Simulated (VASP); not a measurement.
A run of VASP 6.6.1 is set up as follows.

The input INCAR:

```
ALGO = Normal ; EDIFF = 1E-6
ENCUT = 520 ; GGA = PE
ISIF = 2 ; ISMEAR = 0
LASPH = True ; LCHARG = False
LREAL = False ; LWAVE = False
NBANDS = 33 ; NELM = 80
PREC = Accurate ; SIGMA = 0.1
```

KPOINTS

```
k-points
0
Gamma
  4 4 4
```

POSCAR

```
BiBO
1.0
    4.2930944300      0.0000000000      0.0000000000
    0.0000000000      5.8273619900      0.0000000000
    0.0000000000      0.0000000000      3.8854950900
B Bi O
2 2 2
Direct
    0.0000000000      0.0000000000      0.8238762700
    0.5000000000      0.5000000000      0.1761237300
    0.0000000000      0.5000000000      0.8450230400
    0.5000000000      0.0000000000      0.1549769600
    0.0000000000      0.0000000000      0.3839037000
    0.5000000000      0.5000000000      0.6160963000
```

Potentials or basis: VASP PAW PBE potentials, release 64 (B, Bi_d, O).

Run with:

```bash
$ cat potpaw_PBE.64/B/POTCAR potpaw_PBE.64/Bi_d/POTCAR potpaw_PBE.64/O/POTCAR > POTCAR
$ mpirun -np 1 vasp_std > vasp.out
```

(1) Estimate the band gap on the k mesh.

(2) What does it give for the pressure?

Answers

(1) zero (band 24 reaches 7.14 eV, above the bottom of band 25 at 5.67 eV).

(2) -0.2 GPa.

Caveat: the k points lie up to 0.40 Å⁻¹ apart; spin-orbit coupling is left out, which moves the levels of the heavy elements; forces of over 1 eV/Å act on the atoms, so gaps and moduli don't describe the material at rest.
